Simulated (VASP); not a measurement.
Runs of VASP 6.6.1 on Si2TeO6. The cell holds an amorphous packing of atoms, 18 atoms: a = 6.741 Å, b = 6.511 Å, c = 6.296 Å, α = 92.46°, β = 91.47°, γ = 90.35°. 

```csv
smearing,gap on the mesh (eV),pressure (GPa),largest force (eV/Å)
fermi-dirac 0.2111 eV,1.71,(b),4.41
fermi-dirac 0.05 eV,(a),-3.9,2.00
fermi-dirac 0.1172 eV,0.74,(d),4.60
fermi-dirac 0.293 eV,0.34,4.0,(c)
```

Alike in all rows: task single point; level PBE; potentials or basis VASP PAW PBE potentials, release 64 (Te, O, Si); no spin polarisation; cell as given; k mesh 1 × 1 × 1; cutoff (eV) 520.

Problem. Fill in the values left out.

Solution. (a) 2.43; (b) -5.4; (c) 12.58; (d) -5.9.

Caveats: all runs use coarse meshes; spin-orbit coupling is left out, which moves the levels of the heavy elements.

A k mesh can miss the band edges, and the runs leave out spin-orbit coupling on Te.
